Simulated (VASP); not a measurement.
Set up this calculation in VASP 6.6.1, as the native input.

```yaml
Task: relaxation of cell and atoms
Functional: PBEsol
Potentials_or_basis: VASP PAW PBE potentials, release 64 (W_sv)
Cutoff: 600 eV
k_mesh: 19 × 19 × 19
Occupations: fermi-dirac, width 0.05 eV
Spin: no spin polarisation
Dipole_correction: no
Further_INCAR_settings: ALGO = Normal; EDIFF = 1e-06; IBRION = 2; EDIFFG = -0.005; NSW = 60; ISIF = 3
```

The structure of W lies in POSCAR:

```
W
1.0
   -1.5784212184      1.5784212184      1.5784212184
    1.5784212184     -1.5784212184      1.5784212184
    1.5784212184      1.5784212184     -1.5784212184
W
1
Direct
    0.0000000000      0.0000000000      0.0000000000
```

These files were run (other wordings do the same):

INCAR

```
PREC = Accurate
ENCUT = 600
EDIFF = 1E-6
ISMEAR = -1
SIGMA = 0.05
LREAL = False
LASPH = True
NELM = 100
ALGO = Normal
ISIF = 3
LWAVE = False
LCHARG = False
GGA = PS
IBRION = 2
NSW = 60
EDIFFG = -0.005
```

KPOINTS

```
Automatic mesh
0
Gamma
  19 19 19
```

Potentials or basis: VASP PAW PBE potentials, release 64 (W_sv).

Command:

```console
$ cat potpaw_PBE.64/W_sv/POTCAR > POTCAR
$ mpirun -np 1 vasp_std > vasp.out
```

It gave:

- Relaxed volume: 15.71 Å³/atom
- Relaxed cell: a = 2.733 Å, b = 2.733 Å, c = 2.733 Å, α = 109.47°, β = 109.47°, γ = 109.47°
- Space group after relaxing (to 0.05 Å): Im-3m (No. 229)
- Energy gained by relaxing: 0.0 meV/atom
- Ionic steps: 3
- Pressure after relaxing: 0.0 GPa
- Band gap on the k mesh: zero (band 7 reaches 16.30 eV, above the bottom of band 8 at 10.15 eV)

Caveat: the PAW data sets were made with another functional, which shifts forces and pressure a little; spin-orbit coupling is left out, which moves the levels of the heavy elements.

It took 21 s on 1 thread of Intel(R) Xeon(R) 6975P-C (Granite Rapids), on a shared host, peak memory 0.18 GiB.
